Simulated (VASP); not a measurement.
CdS, 2 atoms in the cell. It takes space group F-43m (No. 216, cubic). Conventional cell: a = 5.833 Å, b = 5.833 Å, c = 5.833 Å, α = 90.00°, β = 90.00°, γ = 90.00°. Within 3.3 Å of Cd (site symmetry -43m) lie 4 S at 2.53 Å. S (site symmetry -43m) has 4 Cd at 2.53 Å within 3.3 Å. 

```yaml
Program: VASP 6.6.1
Task: vibrations by perturbation theory
Functional: LDA
Potentials_or_basis: VASP PAW LDA potentials, release 64 (Cd, S)
Cutoff: 520 eV
k_mesh: 6 × 6 × 6
Occupations: fermi-dirac, width 0.05 eV
Spin: no spin polarisation
Dipole_correction: no
Further_INCAR_settings: ALGO = Normal; EDIFF = 1e-08; IBRION = 8; NSW = 1
```

Potentials or basis: VASP PAW LDA potentials, release 64 (Cd, S).

Launch:

```bash
$ cat potpaw_LDA.64/Cd/POTCAR potpaw_LDA.64/S/POTCAR > POTCAR
$ mpirun -np 1 vasp_std > vasp.out
```

Hardware: 1 thread of Intel(R) Xeon(R) Platinum 8375C CPU @ 2.90GHz (Ice Lake) (shared host).

**Question.** How long does it take, and how much memory?

**Answer.** Run time: 86 s on 1 thread of Intel(R) Xeon(R) Platinum 8375C CPU @ 2.90GHz (Ice Lake), on a shared host, peak memory 0.23 GiB. Counts: scf iterations 42, k points 16.
